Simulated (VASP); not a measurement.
# BN (P6_3/mmc) in VASP: further runs

The runs below take BN through relaxation of cell and atoms, single point, with PBEsol.

Program: VASP 6.6.1. These are calculated values, not measurements. Logs are shortened: lines on timing, memory, paths and dates and some standing lists are left out, and cuts for length are marked.

**1. The cell of the first run**

It takes space group P6_3/mmc (No. 194, hexagonal). Conventional cell: a = 2.498 Å, b = 2.498 Å, c = 6.636 Å, α = 90.00°, β = 90.00°, γ = 120.00°. Within 1.9 Å of N (site symmetry -6m2) lie 3 B at 1.44 Å. B (site symmetry -6m2) has 3 N at 1.44 Å within 1.9 Å.

**2. Relaxation of cell and atoms, PBEsol**

INCAR reads:

```
SYSTEM = BN
PREC = Accurate
ENCUT = 600
EDIFF = 1E-6
ISMEAR = -1
SIGMA = 0.05
LREAL = .False.
LASPH = .True.
NELM = 100
ALGO = Normal
ISIF = 3
LWAVE = .False.
LCHARG = .False.
GGA = PS
IBRION = 2
NSW = 60
EDIFFG = -0.01
```

KPOINTS reads:

```
Automatic mesh
0
Gamma
  12 12 4
  0 0 0
```

POSCAR reads:

```
BN
1.0
    2.4982400000      0.0000000000      0.0000000000
   -1.2491200000      2.1635393048      0.0000000000
    0.0000000000      0.0000000000      6.6357000000
N B
2 2
Direct
    0.6666666667      0.3333333333      0.2500000000
    0.3333333333      0.6666666667      0.7500000000
    0.6666666667      0.3333333333      0.7500000000
    0.3333333333      0.6666666667      0.2500000000
```

Potentials or basis: VASP PAW PBE potentials, release 64 (N, B).

On the command line:

```console
$ cat potpaw_PBE.64/N/POTCAR potpaw_PBE.64/B/POTCAR > POTCAR
$ mpirun -np 1 vasp_std > vasp.out
```

OUTCAR:

```text
SYSTEM = BN
   PREC = Accurate
   ENCUT = 600
   EDIFF = 1E-6
   ISMEAR = -1
   LREAL = .False.
   LASPH = .True.
   NELM = 100
   ISIF = 3
   GGA = PS
   IBRION = 2
   NSW = 60
   EDIFFG = -0.01

 ion  position               nearest neighbor table
   1  0.667  0.333  0.250-   4 1.44   4 1.44   4 1.44
   2  0.333  0.667  0.750-   3 1.44   3 1.44   3 1.44
   3  0.667  0.333  0.750-   2 1.44   2 1.44   2 1.44
   4  0.333  0.667  0.250-   1 1.44   1 1.44   1 1.44

  LATTYP: Found a hexagonal cell.
 ALAT       =     2.4982400000
 C/A-ratio  =     2.6561499296

  Lattice vectors:

 A1 = (   2.4982400000,   0.0000000000,   0.0000000000)
 A2 = (  -1.2491200000,   2.1635393048,   0.0000000000)
 A3 = (   0.0000000000,   0.0000000000,   6.6357000000)

Analysis of symmetry for initial positions (statically):
=====================================================================
 Subroutine PRICEL returns:
 Original cell was already a primitive cell.

 Routine SETGRP: Setting up the symmetry group for a
 hexagonal supercell.

 Subroutine GETGRP returns: Found 24 space group operations
 (whereof 12 operations were pure point group operations)
 out of a pool of 24 trial point group operations.

The static configuration has the point symmetry D_3d.
 The point group associated with its full space group is D_6h.

Analysis of symmetry for dynamics (positions and initial velocities):
=====================================================================
 Subroutine PRICEL returns:
 Original cell was already a primitive cell.

 Routine SETGRP: Setting up the symmetry group for a
 hexagonal supercell.

 Subroutine GETGRP returns: Found 24 space group operations
 (whereof 12 operations were pure point group operations)
 out of a pool of 24 trial point group operations.

The dynamic configuration has the point symmetry D_3d.
 The point group associated with its full space group is D_6h.

 Subroutine INISYM returns: Found 24 space group operations
 (whereof 12 operations are pure point group operations),
 and found     1 'primitive' translations

----------------------------------------------------------------------------------------

                                     Primitive cell

  volume of cell :      35.8662

  direct lattice vectors                    reciprocal lattice vectors
     2.498240000  0.000000000  0.000000000     0.400281798  0.231102804  0.000000000
    -1.249120000  2.163539305  0.000000000     0.000000000  0.462205608  0.000000000
     0.000000000  0.000000000  6.635700000     0.000000000  0.000000000  0.150700002

  length of vectors
     2.498240000  2.498240000  6.635700000     0.462205608  0.462205608  0.150700002

  position of ions in fractional coordinates (direct lattice)
     0.666666667  0.333333333  0.250000000
     0.333333333  0.666666667  0.750000000
     0.666666667  0.333333333  0.750000000
     0.333333333  0.666666667  0.250000000

  ion indices of the primitive-cell ions
   primitive index   ion index
                 1           1
                 2           2
                 3           3
                 4           4

----------------------------------------------------------------------------------------

 KPOINTS: Automatic mesh

Automatic generation of k-mesh.
 Grid dimensions read from file:
 generate k-points for:   12   12    4

 Generating k-lattice:

  Cartesian coordinates                     Fractional coordinates (reciprocal lattice)
     0.033356817  0.019258567  0.000000000     0.083333333 -0.000000000  0.000000000
     0.000000000  0.038517134  0.000000000     0.000000000  0.083333333  0.000000000
     0.000000000  0.000000000  0.037675000     0.000000000  0.000000000  0.250000000

  Length of vectors
     0.038517134  0.038517134  0.037675000

  Shift w.r.t. Gamma in fractional coordinates (k-lattice)
     0.000000000  0.000000000  0.000000000

 Subroutine IBZKPT returns following result:
 ===========================================

 Found     57 irreducible k-points:

 Following reciprocal coordinates:
            Coordinates               Weight
  0.000000  0.000000  0.000000      1.000000
  0.083333 -0.000000  0.000000      6.000000
  0.166667  0.000000  0.000000      6.000000
  0.250000  0.000000  0.000000      6.000000
  0.333333  0.000000  0.000000      6.000000
  0.416667  0.000000  0.000000      6.000000
[... 16 lines left out ...]
  0.250000  0.000000  0.250000     12.000000
  0.333333  0.000000  0.250000     12.000000
 [... further k-points ...]
   k-points           NKPTS =     57   k-points in BZ     NKDIM =     57   number of bands    NBANDS=     12
   number of dos      NEDOS =    301   number of ions     NIONS =      4
   total plane-waves  NPLWV =  21600
   dimension x,y,z NGX =    20 NGY =   20 NGZ =   54
   dimension x,y,z NGXF=    40 NGYF=   40 NGZF=  108
   ions per type =               2   2
   NGX,Y,Z   is equivalent  to a cutoff of  13.31, 13.31, 13.53 a.u.
   NGXF,Y,Z  is equivalent  to a cutoff of  26.62, 26.62, 27.06 a.u.
 SYSTEM =  BN
   PREC   = accura    normal or accurate (medium, high low for compatibility)
   ISTART =      0    job   : 0-new  1-cont  2-samecut
   ICHARG =      2    charge: 1-file 2-atom 10-const
   ISPIN  =      1    spin polarized calculation?
   LNONCOLLINEAR =      F non collinear calculations
   LSORBIT =      F    spin-orbit coupling
   LASPH  =      T    aspherical Exc in radial PAW
   ENCUT  =  600.0 eV  44.10 Ry    6.64 a.u.   4.99  4.99 13.25*2*pi/ulx,y,z
   NELM   =    100;   NELMIN=  2; NELMDL= -5     # of ELM steps
   EDIFF  = 0.1E-05   stopping-criterion for ELM
   LREAL  =      F    real-space projection
   EDIFFG = -.1E-01   stopping-criterion for IOM
   NSW    =     60    number of steps for IOM
   IBRION =      2    ionic relax: 0-MD 1-quasi-New 2-CG
   NFREE  =      1    steps in history (QN), initial steepest desc. (CG)
   ISIF   =      3    stress and relaxation
   ISYM   =      2    0-nonsym 1-usesym 2-fastsym
   POTIM  = 0.5000    time-step for ionic-motion
   TEBEG  =    0.0;   TEEND  =   0.0 temperature during run
   PSTRESS=    0.0 pullay stress
   NELECT =      16.0000    total number of electrons
   NUPDOWN=      -1.0000    fix difference up-down
   EMIN   =  10.00;   EMAX   =-10.00  energy-range for DOS
   EFERMI =   0.00;   METHOD = LEGACY
   ISMEAR =    -1;   SIGMA  =   0.05  broadening in eV -4-tet -1-fermi 0-gaus
   EFERMI_NEDOS =   21; number of points for ismear=-14 and -15
   IALGO  =     38    algorithm
   IMIX   =      4    mixing-type and parameters
     AMIX     =   0.40;   BMIX     =  1.00
     AMIX_MAG =   1.60;   BMIX_MAG =  1.00
  volume/ion in A,a.u.               =       8.97        60.51
  Fermi-wavevector in a.u.,A,eV,Ry     =   1.250891  2.363842 21.289433  1.564729
  Thomas-Fermi vector in A             =   2.384864
   LORBIT       =      0    0 simple, 1 ext, 2 COOP (PROOUT), +10 PAW based schemes
   GGA     = PS    functional components
   LHFCALC =     F    Hartree Fock is set to
   AEXX    =    0.0000 exact exchange contribution
   IVDW    =     0    specifies the selected vdW correction
   LEPSILON=     F    determine dielectric tensor
   LRPA    =     F    only Hartree local field effects (RPA)
 conjugate gradient relaxation of ions
 non-spin polarized calculation
  energy-cutoff  :      600.00
  volume of cell :       35.87
 maximum number of plane-waves:      1224
 NGX is ok and might be reduce to    20
   NGX =  9   NGY =  9   NGZ = 27

--------------------------------------- Ionic step        1  -------------------------------------------

 number of electron      15.9999998 magnetization

 Free energy of the ion-electron system (eV)
  ---------------------------------------------------
  ext. energy  EPLUGINS =         0.00000000
  ---------------------------------------------------
  free energy    TOTEN  =       -36.56981712 eV

  energy without entropy =      -36.56981712  energy(sigma->0) =      -36.56981712

------------------------ aborting loop because EDIFF is reached ----------------------------------------

  FORCE on cell =-STRESS in cart. coord.  units (eV):
  Direction    XX          YY          ZZ          XY          YZ          ZX
  --------------------------------------------------------------------------------------
  -------------------------------------------------------------------------------------
  Total        0.6899447      0.6899447      0.1558651      0.0000000      0.0000000      0.0000000
  in kB       30.8204641     30.8204641      6.9626389      0.0000000      0.0000000      0.0000000
  external PRESSURE =      22.8678557 kB  Pullay stress =       0.0000000 kB
[... 213 lines left out ...]
  energy  without entropy=      -36.5736024341  energy(sigma->0) =      -36.57360243

--------------------------------------- Ionic step        7  -------------------------------------------

 number of electron      16.0000000 magnetization

 Free energy of the ion-electron system (eV)
  ---------------------------------------------------
  ext. energy  EPLUGINS =         0.00000000
  ---------------------------------------------------
  free energy    TOTEN  =       -36.57445947 eV

  energy without entropy =      -36.57445947  energy(sigma->0) =      -36.57445947

 E-fermi :   2.9698     XC(G=0): -10.0702

 val. band max:        1.9161362808   @ k =   0.3333   0.3333   0.5000
 cond. band min:       6.1379191220   @ k =   0.5000   0.0000   0.0000
 fundamental gap:      4.2217828412
 Fermi energy:         2.9698285269

 k-point     1 :       0.0000    0.0000    0.0000
  band No.  band energies     occupation
      1     -15.8057      2.00000
      2     -15.5728      2.00000
      3      -4.2253      2.00000
      4      -2.3826      2.00000
      5       0.6082      2.00000
      6       0.6083      2.00000
      7       0.6347      2.00000
      8       0.6347      2.00000
      9       6.7817      0.00000
     10      11.6825      0.00000
     11      13.4243      0.00000
     12      13.4243      0.00000
[... 331 lines left out ...]
 k-point    24 :       0.3333    0.0000    0.2500
  band No.  band energies     occupation
      1     -13.7946      2.00000
      2     -13.6773      2.00000
      3      -4.9599      2.00000
      4      -4.9175      2.00000
      5      -1.6509      2.00000
      6      -1.6189      2.00000
      7      -1.2205      2.00000
      8      -0.1732      2.00000
      9       8.7169      0.00000
     10       9.1868      0.00000
     11      10.5940      0.00000
     12      12.0534      0.00000

 [... further k-points ...]

------------------------ aborting loop because EDIFF is reached ----------------------------------------

  FORCE on cell =-STRESS in cart. coord.  units (eV):
  Direction    XX          YY          ZZ          XY          YZ          ZX
  --------------------------------------------------------------------------------------
  -------------------------------------------------------------------------------------
  Total        0.0240274      0.0240274      0.0197396      0.0000000     -0.0000000      0.0000000
  in kB        1.0310161      1.0310161      0.8470283      0.0000000     -0.0000000      0.0000000
  external PRESSURE =       0.9696869 kB  Pullay stress =       0.0000000 kB
[... 19 lines left out ...]
  FREE ENERGIE OF THE ION-ELECTRON SYSTEM (eV)
  ---------------------------------------------------
  free  energy   TOTEN  =       -36.5744594746 eV

  energy  without entropy=      -36.5744594746  energy(sigma->0) =      -36.57445947

 reached required accuracy - stopping structural energy minimisation
```

Run time: 81 s. Hardware: 1 thread of Intel Xeon Platinum 8488C (Sapphire Rapids), shared host; peak memory 0.17 GiB.

What came out:

```yaml
Free_energy: -36.5745 eV
Relaxed_volume: 9.33 Å³/atom
Relaxed_cell: a = 2.505 Å, b = 2.505 Å, c = 6.871 Å, α = 90.00°, β = 90.00°, γ = 120.00°
Space_group_after_relaxing_to_0.05_Å: P6_3/mmc (No. 194)
Energy_gained_by_relaxing: 1.2 meV/atom
Ionic_steps: 7
Pressure_after_relaxing: 0.1 GPa
Band_gap_on_the_k_mesh: 4.22 eV, indirect (least direct gap 4.59 eV)
```

The path:
```tsv
step	energy change (eV)	largest force (eV/Å)	pressure (GPa)	volume (Å³)
1	0.0000	0.0000	2.29	35.87
2	0.0050	0.0000	-3.64	36.53
3	-0.0020	0.0000	0.17	36.10
4	-0.0023	0.0000	0.14	36.15
5	-0.0029	0.0000	0.13	36.32
6	-0.0038	0.0000	0.11	36.66
7	-0.0046	0.0000	0.10	37.34
```

Final structure:
```yaml
crystal:
  lattice:
    - [2.50495, 0.00000, 0.00000]
    - [-1.25247, 2.16935, 0.00000]
    - [0.00000, 0.00000, 6.87107]
  atoms:
    - { symbol: N, position: [0.66667, 0.33333, 0.25000] }
    - { symbol: N, position: [0.33333, 0.66667, 0.75000] }
    - { symbol: B, position: [0.66667, 0.33333, 0.75000] }
    - { symbol: B, position: [0.33333, 0.66667, 0.25000] }
```

Caveat: the PAW data sets were made with another functional, which shifts forces and pressure a little; this functional lacks dispersion, which binds the layers, so the pressure and a relaxed spacing across them are unreliable.

**3. Single point, PBEsol**

This run uses another cell than the first one, of 6.59 Å³/atom, 0.736 times its volume.

INCAR reads:

```
SYSTEM = BN
ALGO     = Normal         ! electronic algorithm
EDIFF    = 1E-6           ! SCF threshold, eV
ENCUT    = 520            ! plane-wave cutoff, eV
GGA      = PS             ! functional
ISIF     = 2              ! what is computed and relaxed
ISMEAR   = -1             ! smearing method
LASPH    = .True.         ! aspherical terms in the spheres
LCHARG   = .False.        ! write CHGCAR
LREAL    = .False.        ! projectors in reciprocal space
LWAVE    = .False.        ! write WAVECAR
NBANDS   = 16             ! bands
NELM     = 80             ! most SCF steps
PREC     = Accurate       ! precision mode
SIGMA    = 0.05           ! smearing width, eV
```

KPOINTS reads:

```
k-points
0
Gamma
  12 12 4
  0 0 0
```

POSCAR reads:

```
BN
1.0
    2.4629071754      0.0000000000      0.0000000000
   -1.2314535877      2.1329401811      0.0000000000
    0.0000000000      0.0000000000      5.0216080519
N B
2 2
Direct
    0.6666666667      0.3333333333      0.2500000000
    0.3333333333      0.6666666667      0.7500000000
    0.6666666667      0.3333333333      0.7500000000
    0.3333333333      0.6666666667      0.2500000000
```

Potentials or basis: VASP PAW PBE potentials, release 64 (N, B).

On the command line:

```console
$ cat potpaw_PBE.64/N/POTCAR potpaw_PBE.64/B/POTCAR > POTCAR
$ mpirun -np 1 vasp_std > vasp.out
```

Run time: 20 s. Hardware: 1 thread of Intel Xeon Platinum 8259CL at 2.50GHz (Skylake/Cascade Lake), shared host; peak memory 0.14 GiB.

The run converged. Its results:

| Item | Value |
| --- | --- |
| Free energy | -35.9347 eV |
| Pressure | 30.5 GPa |
| Band gap on the k mesh | 3.78 eV, indirect (least direct gap 4.30 eV) |

Stress tensor (GPa, compression positive):
```
30.84  0.00  0.00
 0.00 30.84  0.00
 0.00  0.00 29.87
```

Levels at points of the mesh, in eV from the valence-band top:
```tsv
k point	band 5	band 6	band 7	band 8	band 9	band 10	band 11	band 12
(0.00, 0.00, 0.00)	-1.86	-1.86	-1.45	-1.45	7.97	11.05	11.05	11.91
(0.50, 0.00, 0.00)	-4.93	-4.32	-3.55	-0.59	4.27	7.63	9.19	10.36
(0.00, 0.00, 0.50)	-1.66	-1.66	-1.66	-1.66	11.44	11.44	11.44	11.44
(0.50, 0.00, 0.50)	-4.64	-4.64	-1.40	-1.40	4.38	4.38	10.04	10.04
```

Caveat: the PAW data sets were made with another functional, which shifts forces and pressure a little. A k mesh can miss the band edges.
